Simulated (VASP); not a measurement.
Here is a VASP 6.6.1 calculation.

INCAR

```
ALGO = Normal
EDIFF = 1E-7
ENCUT = 520
GGA = CA
ISIF = 2
ISMEAR = -1
LASPH = T
LCHARG = F
LREAL = F
LWAVE = F
NBANDS = 10
NELM = 60
PREC = Accurate
SIGMA = 0.05
```

KPOINTS

```
k-points
0
Gamma
  9 9 9
```

Contents of POSCAR:

```
Ir
1.0
    0.0000000000      1.9046258994      1.9046258994
    1.9046258994      0.0000000000      1.9046258994
    1.9046258994      1.9046258994      0.0000000000
Ir
1
Direct
    0.0000000000      0.0000000000      0.0000000000
```

Potentials or basis: VASP PAW LDA potentials, release 64 (Ir).

The run is started by

```sh
$ cat potpaw_LDA.64/Ir/POTCAR > POTCAR
$ mpirun -np 1 vasp_std > vasp.out
```

(1) Estimate the pressure.

Results:

(1) 2.6 GPa.
